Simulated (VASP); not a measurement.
Wanted: the native input for a VASP 6.6.1 run.

```yaml
Task: single point
Functional: PBE
Potentials_or_basis: VASP PAW PBE potentials, release 64 (Sn_d, Ge_d)
Cutoff: 500 eV
k_mesh: 6 × 6 × 4
Occupations: gaussian, width 0.2 eV
Spin: no spin polarisation
Dipole_correction: no
Further_INCAR_settings: ALGO = Normal; EDIFF = 1e-06; NBANDS = 28
```

The structure of SnGe2 lies in POSCAR:

```
SnGe2
1.0
    4.0060778458      0.0000000000      0.0000000000
   -2.0030389229      3.4693651840      0.0000000000
    0.0000000000      0.0000000000      5.0058305482
Sn Ge
1 2
Direct
    0.0000000000      0.0000000000      0.0000000000
    0.3333333333      0.6666666667      0.3814702270
    0.6666666667      0.3333333333      0.6185297730
```

The input as run:

INCAR

```
SYSTEM = SnGe2
ALGO     = Normal         ! electronic algorithm
EDIFF    = 1E-6           ! SCF threshold, eV
ENCUT    = 500            ! plane-wave cutoff, eV
GGA      = PE             ! functional
GGA_COMPAT= .False.      
ISIF     = 2              ! what is computed and relaxed
ISMEAR   = 0              ! smearing method
LASPH    = .True.         ! aspherical terms in the spheres
LCHARG   = .True.         ! write CHGCAR
LELF     = .True.         ! ELF
LREAL    = .False.        ! projectors in reciprocal space
LVHAR    = .True.       
LWAVE    = .False.        ! write WAVECAR
NBANDS   = 28             ! bands
NELM     = 120            ! most SCF steps
PREC     = Accurate       ! precision mode
SIGMA    = 0.2            ! smearing width, eV
```

KPOINTS

```
k-points
0
Gamma
  6 6 4
  0 0 0
```

Potentials or basis: VASP PAW PBE potentials, release 64 (Sn_d, Ge_d).

Run with:

```sh
$ cat potpaw_PBE.64/Sn_d/POTCAR potpaw_PBE.64/Ge_d/POTCAR > POTCAR
$ mpirun -np 1 vasp_std > vasp.out
```

Results of the run:

The pressure is -0.1 GPa. The largest force is 0.028 eV/Å. The band gap on the k mesh is zero (bands 21 and 22 overlap by 2.26 eV).

Caveat: spin-orbit coupling is left out, which moves the levels of the heavy elements.

Run time: 44 s on 1 thread of Intel Xeon 8259CL, with other jobs on the host, peak memory 0.2 GiB.
